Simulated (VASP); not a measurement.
# Pt in VASP: notebook

Pt is run at these levels: PBE+D3(BJ); tasks: single point.

Program: VASP 6.6.1. These are calculated values, not measurements. Logs are shortened: lines on timing, memory, paths and dates and some standing lists are left out, and cuts for length are marked.

### 1 The cell of the first run

The cell holds a slab with vacuum, 12 atoms: a = 5.556 Å, b = 5.556 Å, c = 20.536 Å, α = 90.00°, β = 90.00°, γ = 120.00°.

### 2 Single point, PBE+D3(BJ)

The input, INCAR:

```
  PREC = Accurate
  ENCUT = 520
  EDIFF = 1E-6
  ISMEAR = 0
  SIGMA = 0.1
  LREAL = False
  LASPH = True
  NELM = 100
  ALGO = Normal
  ISIF = 2
  LWAVE = False
  LCHARG = False
  LDIPOL = True
  IDIPOL = 3
  DIPOL = 0.5 0.5 0.502
  GGA = PE
  IVDW = 12
  NBANDS = 72
```

The input, KPOINTS:

```
regular mesh
0
Gamma
  4 4 1
```

The input, POSCAR:

```
Pt
1.0
    5.5557316927      0.0000000000      0.0000000000
   -2.7778658463      4.8114047825      0.0000000000
    0.0000000000      0.0000000000     20.5362359316
Pt
12
Direct
    0.3333333333      0.1666666667      0.3895553220
    0.3333333333      0.6666666667      0.3895553220
    0.8333333333      0.1666666667      0.3895553220
    0.8333333333      0.6666666667      0.3895553220
    0.6666666667      0.3333333333      0.5015753322
    0.6666666667      0.8333333333      0.5015753322
    0.1666666667      0.3333333333      0.5015753322
    0.1666666667      0.8333333333      0.5015753322
    0.0000000000      0.5000000000      0.6135707261
    0.0000000000      0.0000000000      0.6135707261
    0.5000000000      0.5000000000      0.6135707261
    0.5000000000      0.0000000000      0.6135707261
```

Potentials or basis: VASP PAW PBE potentials, release 64 (Pt).

The run is started by

```console
> cat potpaw_PBE.64/Pt/POTCAR > POTCAR
> mpirun -np 1 vasp_std > vasp.out
```

OUTCAR:

```text
PREC = Accurate
   ENCUT = 520
   EDIFF = 1E-6
   ISMEAR = 0
   LREAL = False
   LASPH = True
   NELM = 100
   ISIF = 2
   GGA = PE
   IVDW = 12
 IVDW          = 12

 ion  position               nearest neighbor table
   1  0.333  0.167  0.390-   2 2.78   2 2.78   3 2.78   3 2.78   4 2.78   4 2.78   7 2.80   8 2.80
                             5 2.80
   2  0.333  0.667  0.390-   1 2.78   1 2.78   4 2.78   4 2.78   3 2.78   3 2.78   8 2.80   7 2.80
                             6 2.80
   3  0.833  0.167  0.390-   4 2.78   4 2.78   1 2.78   1 2.78   2 2.78   2 2.78   5 2.80   6 2.80
                             7 2.80
   4  0.833  0.667  0.390-   3 2.78   3 2.78   2 2.78   2 2.78   1 2.78   1 2.78   6 2.80   5 2.80
                             8 2.80
   5  0.667  0.333  0.502-   6 2.78   6 2.78   7 2.78   7 2.78   8 2.78   8 2.78  12 2.80   9 2.80
                            11 2.80   3 2.80   4 2.80   1 2.80
   6  0.667  0.833  0.502-   5 2.78   5 2.78   8 2.78   8 2.78   7 2.78   7 2.78  11 2.80  10 2.80
                            12 2.80   4 2.80   3 2.80   2 2.80
   7  0.167  0.333  0.502-   8 2.78   8 2.78   5 2.78   5 2.78   6 2.78   6 2.78  10 2.80  11 2.80
                             9 2.80   1 2.80   2 2.80   3 2.80
   8  0.167  0.833  0.502-   7 2.78   7 2.78   6 2.78   6 2.78   5 2.78   5 2.78   9 2.80  12 2.80
                            10 2.80   2 2.80   1 2.80   4 2.80
   9  0.000  0.500  0.614-  10 2.78  10 2.78  11 2.78  11 2.78  12 2.78  12 2.78   8 2.80   5 2.80
[... 14 lines left out ...]
 A1 = (   5.5557316927,   0.0000000000,   0.0000000000)
 A2 = (  -2.7778658463,   4.8114047825,   0.0000000000)
 A3 = (   0.0000000000,   0.0000000000,  20.5362359316)

Analysis of symmetry for initial positions (statically):
=====================================================================
 Subroutine PRICEL returns following result:

  LATTYP: Found a hexagonal cell.
 ALAT       =     2.7778658464
 C/A-ratio  =     7.3928105486

  Lattice vectors:

 A1 = (   2.7778658464,   0.0000000000,   0.0000000000)
 A2 = (  -1.3889329232,   2.4057023913,   0.0000000000)
 A3 = (   0.0000000000,   0.0000000000,  20.5362359316)

   4 primitive cells build up your supercell.

 Routine SETGRP: Setting up the symmetry group for a
 hexagonal supercell.

 Subroutine GETGRP returns: Found  6 space group operations
 (whereof  6 operations were pure point group operations)
 out of a pool of 24 trial point group operations.

The static configuration has the point symmetry C_3v.

Analysis of symmetry for dynamics (positions and initial velocities):
=====================================================================
 Subroutine PRICEL returns following result:

  LATTYP: Found a hexagonal cell.
 ALAT       =     2.7778658464
 C/A-ratio  =     7.3928105486

  Lattice vectors:

 A1 = (   2.7778658464,   0.0000000000,   0.0000000000)
 A2 = (  -1.3889329232,   2.4057023913,   0.0000000000)
 A3 = (   0.0000000000,   0.0000000000,  20.5362359316)

   4 primitive cells build up your supercell.

 Routine SETGRP: Setting up the symmetry group for a
 hexagonal supercell.

 Subroutine GETGRP returns: Found  6 space group operations
 (whereof  6 operations were pure point group operations)
 out of a pool of 24 trial point group operations.

The dynamic configuration has the point symmetry C_3v.

 Subroutine INISYM returns: Found  6 space group operations
 (whereof  6 operations are pure point group operations),
 and found     4 'primitive' translations

----------------------------------------------------------------------------------------

                                     Primitive cell

  volume of cell :     137.2379

  direct lattice vectors                    reciprocal lattice vectors
     2.777865846  0.000000000  0.000000000     0.359988587  0.207839507  0.000000000
    -1.388932923  2.405702391  0.000000000     0.000000000  0.415679015  0.000000000
     0.000000000  0.000000000 20.536235932     0.000000000  0.000000000  0.048694415

  length of vectors
     2.777865846  2.777865846 20.536235932     0.415679015  0.415679015  0.048694415

  position of ions in fractional coordinates (direct lattice)
     0.666666667  0.333333333  0.389555322
     0.333333333  0.666666667  0.501575332
     0.000000000  0.000000000  0.613570726

  ion indices of the primitive-cell ions
   primitive index   ion index
                 1           1
                 2           7
                 3          12

----------------------------------------------------------------------------------------

 KPOINTS: regular mesh

Automatic generation of k-mesh.
 Grid dimensions read from file:
 generate k-points for:    4    4    1

 Generating k-lattice:

  Cartesian coordinates                     Fractional coordinates (reciprocal lattice)
     0.044998573  0.025979938  0.000000000     0.250000000  0.000000000  0.000000000
     0.000000000  0.051959877  0.000000000     0.000000000  0.250000000  0.000000000
     0.000000000  0.000000000  0.048694415     0.000000000  0.000000000  1.000000000

  Length of vectors
     0.051959877  0.051959877  0.048694415

  Shift w.r.t. Gamma in fractional coordinates (k-lattice)
     0.000000000  0.000000000  0.000000000

 Subroutine IBZKPT returns following result:
 ===========================================

 Found      4 irreducible k-points:

 Following reciprocal coordinates:
            Coordinates               Weight
  0.000000  0.000000  0.000000      1.000000
  0.250000  0.000000  0.000000      6.000000
  0.500000  0.000000  0.000000      3.000000
  0.250000  0.250000  0.000000      6.000000
   k-points           NKPTS =      4   k-points in BZ     NKDIM =      4   number of bands    NBANDS=     72
   number of dos      NEDOS =    301   number of ions     NIONS =     12
   total plane-waves  NPLWV = 282240
   dimension x,y,z NGX =    42 NGY =   42 NGZ =  160
   dimension x,y,z NGXF=    84 NGYF=   84 NGZF=  320
   ions per type =              12
   NGX,Y,Z   is equivalent  to a cutoff of  12.57, 12.57, 12.95 a.u.
   NGXF,Y,Z  is equivalent  to a cutoff of  25.14, 25.14, 25.90 a.u.
 SYSTEM =  unknown system
   PREC   = accura    normal or accurate (medium, high low for compatibility)
   ISTART =      0    job   : 0-new  1-cont  2-samecut
   ICHARG =      2    charge: 1-file 2-atom 10-const
   ISPIN  =      1    spin polarized calculation?
   LNONCOLLINEAR =      F non collinear calculations
   LSORBIT =      F    spin-orbit coupling
   LASPH  =      T    aspherical Exc in radial PAW
   ENCUT  =  520.0 eV  38.22 Ry    6.18 a.u.  10.33 10.33 38.18*2*pi/ulx,y,z
   NELM   =    100;   NELMIN=  2; NELMDL= -5     # of ELM steps
   EDIFF  = 0.1E-05   stopping-criterion for ELM
   LREAL  =      F    real-space projection
   EDIFFG = 0.1E-04   stopping-criterion for IOM
   NSW    =      0    number of steps for IOM
   IBRION =     -1    ionic relax: 0-MD 1-quasi-New 2-CG
   NFREE  =      0    steps in history (QN), initial steepest desc. (CG)
   ISIF   =      2    stress and relaxation
   ISYM   =      2    0-nonsym 1-usesym 2-fastsym
   POTIM  = 0.5000    time-step for ionic-motion
   TEBEG  =    0.0;   TEEND  =   0.0 temperature during run
   PSTRESS=    0.0 pullay stress
   NELECT =     120.0000    total number of electrons
   NUPDOWN=      -1.0000    fix difference up-down
   EMIN   =  10.00;   EMAX   =-10.00  energy-range for DOS
   EFERMI =   0.00;   METHOD = LEGACY
   ISMEAR =     0;   SIGMA  =   0.10  broadening in eV -4-tet -1-fermi 0-gaus
   EFERMI_NEDOS =   21; number of points for ismear=-14 and -15
   IALGO  =     38    algorithm
   IMIX   =      4    mixing-type and parameters
     AMIX     =   0.40;   BMIX     =  1.00
     AMIX_MAG =   1.60;   BMIX_MAG =  1.00
  volume/ion in A,a.u.               =      45.75       308.71
  Fermi-wavevector in a.u.,A,eV,Ry     =   0.986182  1.863614 13.232424  0.972556
  Thomas-Fermi vector in A             =   2.117544
   LORBIT       =      0    0 simple, 1 ext, 2 COOP (PROOUT), +10 PAW based schemes
   GGA     = PE    functional components
   LHFCALC =     F    Hartree Fock is set to
   AEXX    =    0.0000 exact exchange contribution
   IVDW    =    12    specifies the selected vdW correction
   LEPSILON=     F    determine dielectric tensor
   LRPA    =     F    only Hartree local field effects (RPA)
 non-spin polarized calculation
 Gauss-broadening in eV      SIGMA  =   0.10
  energy-cutoff  :      520.00
  volume of cell :      548.95
 maximum number of plane-waves:     14812
 NGX is ok and might be reduce to    42
   NGX = 21   NGY = 21   NGZ = 77

 dipolmoment           0.000000      0.000000      0.000783 electrons x Angstroem

 number of electron     120.0000010 magnetization

 dipolmoment           0.000000      0.000000     -0.000013 electrons x Angstroem

 Free energy of the ion-electron system (eV)
  ---------------------------------------------------
  ext. energy  EPLUGINS =         0.00000000
  ---------------------------------------------------
  free energy    TOTEN  =       -68.13452641 eV

  energy without entropy =      -68.01390792  energy(sigma->0) =      -68.07421717

 E-fermi :  -0.1576     XC(G=0):  -5.3721

 val. band max:       -0.1664635718   @ k =   0.0000   0.0000   0.0000
 cond. band min:      -0.1528159685   @ k =   0.2500   0.0000   0.0000
 fundamental gap:      0.0136476033
 Fermi energy:        -0.1575516888

 k-point     1 :       0.0000    0.0000    0.0000
  band No.  band energies     occupation
      1      -9.2121      2.00000
      2      -7.5288      2.00000
      3      -7.0089      2.00000
      4      -6.5570      2.00000
      5      -6.5570      2.00000
      6      -6.5570      2.00000
[... 289 lines left out ...]
     71       4.4416      0.00000
     72       4.5100      0.00000

------------------------ aborting loop because EDIFF is reached ----------------------------------------

 vacuum level on the upper side and lower side of the slab       (xc-potential included)        -0.218        -0.219

 Edisp (eV)   -6.13041

 E8    (eV) :    -2.9372

  FORCE on cell =-STRESS in cart. coord.  units (eV):
  Direction    XX          YY          ZZ          XY          YZ          ZX
  --------------------------------------------------------------------------------------
  -------------------------------------------------------------------------------------
  Total     -17.46055   -17.46055    -0.46215    -0.00000     0.00000     0.00000
  in kB     -50.96060   -50.96060    -1.34883    -0.00000     0.00000     0.00000
  external pressure =      -34.42 kB  Pullay stress =        0.00 kB

 VOLUME and BASIS-vectors are now :
 -----------------------------------------------------------------------------
  energy-cutoff  :      520.00
  volume of cell :      548.95
      direct lattice vectors                 reciprocal lattice vectors
     5.555731693  0.000000000  0.000000000     0.179994293  0.103919754  0.000000000
    -2.777865846  4.811404783  0.000000000     0.000000000  0.207839507  0.000000000
     0.000000000  0.000000000 20.536235932     0.000000000  0.000000000  0.048694415

 POSITION                                       TOTAL-FORCE (eV/Angst)
 -----------------------------------------------------------------------------------
      1.38893      0.80190      8.00000        -0.000000     -0.000000      0.014645
     -0.00000      3.20760      8.00000        -0.000000      0.000000      0.014645
      4.16680      0.80190      8.00000        -0.000000     -0.000000      0.014645
      2.77787      3.20760      8.00000        -0.000000      0.000000      0.014645
      2.77787      1.60380     10.30047         0.000000     -0.000000     -0.003229
      1.38893      4.00950     10.30047        -0.000000      0.000000     -0.003229
      0.00000      1.60380     10.30047         0.000000     -0.000000     -0.003229
     -1.38893      4.00950     10.30047         0.000000     -0.000000     -0.003229
     -1.38893      2.40570     12.60043         0.000000     -0.000000     -0.011417
      0.00000      0.00000     12.60043         0.000000     -0.000000     -0.011417
      1.38893      2.40570     12.60043         0.000000     -0.000000     -0.011417
      2.77787      0.00000     12.60043         0.000000     -0.000000     -0.011417
 -----------------------------------------------------------------------------------
    total drift:                                0.000000     -0.000000     -0.000028

  FREE ENERGIE OF THE ION-ELECTRON SYSTEM (eV)
  ---------------------------------------------------
  free  energy   TOTEN  =       -74.2649316416 eV

  energy  without entropy=      -74.1443131437  energy(sigma->0) =      -74.20462239

 vacuum level on the upper side and lower side of the slab         5.345         5.344
```

It took 8 min on 1 thread of Intel Xeon 6975P-C, shared host; peak memory 0.63 GiB.

What came out:

- Free energy: -74.2649 eV
- Largest force: 0.015 eV/Å
- Band gap on the k mesh: zero (band 60 reaches 0.39 eV, above the bottom of band 61 at -0.27 eV)
- Dispersion energy per atom: -0.511 eV

Forces on the atoms (eV/Å):
```
Pt   0.000  0.000  0.015
Pt   0.000  0.000  0.015
Pt   0.000  0.000  0.015
Pt   0.000  0.000  0.015
Pt   0.000  0.000 -0.003
Pt   0.000  0.000 -0.003
Pt   0.000  0.000 -0.003
Pt   0.000  0.000 -0.003
Pt   0.000  0.000 -0.011
Pt   0.000  0.000 -0.011
Pt   0.000  0.000 -0.011
Pt   0.000  0.000 -0.011
```

Caveat: spin-orbit coupling is left out, which moves the levels of the heavy elements.

### 3 Single point, PBE+D3(BJ)

This run uses another cell than the first one, of 50.20 Å³/atom, 1.097 times its volume.

The input, INCAR:

```
PREC     = Accurate       # precision mode
ENCUT    = 400            # plane-wave cutoff, eV
EDIFF    = 1E-6           # SCF threshold, eV
ISMEAR   = 0              # smearing method
SIGMA    = 0.1            # smearing width, eV
LREAL    = False          # projectors in reciprocal space
LASPH    = True           # aspherical terms in the spheres
NELM     = 120            # most SCF steps
ALGO     = Normal         # electronic algorithm
ISIF     = 2              # what is computed and relaxed
LWAVE    = False          # write WAVECAR
LCHARG   = False          # write CHGCAR
LDIPOL   = True         
IDIPOL   = 3            
DIPOL    = 0.5 0.5 0.457
GGA      = PE             # functional
IVDW     = 12             # dispersion correction
NBANDS   = 72             # bands
GGA_COMPAT= False        
NELMDL   = -8
```

KPOINTS is that of step 2.

The input, POSCAR:

```
Pt
1.0
    5.5557316927      0.0000000000      0.0000000000
   -2.7778658463      4.8114047825      0.0000000000
    0.0000000000      0.0000000000     22.5362359316
Pt
12
Direct
    0.3333333333      0.1666666667      0.3549838591
    0.3333333333      0.6666666667      0.3549838591
    0.8333333333      0.1666666667      0.3549838591
    0.8333333333      0.6666666667      0.3549838591
    0.6651794131      0.3326950915      0.4571491353
    0.6651997338      0.8321431840      0.4571441025
    0.1660264344      0.3328373904      0.4572110761
    0.1656887326      0.8326379920      0.4570929614
   -0.0020284753      0.4988196384      0.5590238274
   -0.0019695622     -0.0015796468      0.5590642656
    0.4989745228      0.4990717814      0.5601323757
    0.4982082492     -0.0012720079      0.5594079471
```

Potentials or basis: VASP PAW PBE potentials, release 64 (Pt).

The run is started by

```console
> cat potpaw_PBE.64/Pt/POTCAR > POTCAR
> mpirun -np 1 vasp_std > vasp.out
```

Wall time 11 min (1 thread of AMD EPYC 7R43 (Zen 3), shared host); peak memory 0.47 GiB.

It converged, with:

```yaml
Free_energy: -74.2574 eV
Largest_force: 0.107 eV/Å
Band_gap_on_the_k_mesh: zero (band 60 reaches -0.10 eV, above the bottom of band 61 at -0.76 eV)
Dispersion_energy_per_atom: -0.510 eV
```

Forces on the atoms (eV/Å):
```
Pt  -0.005 -0.001  0.032
Pt  -0.003 -0.005  0.030
Pt   0.000  0.000  0.016
Pt   0.000  0.000  0.021
Pt   0.012 -0.009  0.020
Pt   0.000  0.015  0.024
Pt  -0.004 -0.005  0.009
Pt   0.003  0.005 -0.003
Pt   0.025 -0.011 -0.002
Pt   0.001  0.026 -0.007
Pt  -0.033 -0.016 -0.101
Pt   0.004  0.001 -0.040
```

Levels at points of the mesh, in eV from the Fermi level:
```tsv
k point	band 58	band 59	band 60	band 61	band 62	band 63
(0.00, 0.00, 0.00)	0.54	0.55	0.55	0.60	0.61	0.61
(0.50, 0.00, 0.00)	-0.62	-0.14	-0.14	0.01	0.02	0.30
(0.00, 0.50, 0.00)	-0.63	-0.14	-0.14	0.02	0.02	0.30
(0.50, 0.50, 0.00)	-0.63	-0.14	-0.14	0.02	0.02	0.30
```

Caveat: spin-orbit coupling is left out, which moves the levels of the heavy elements.
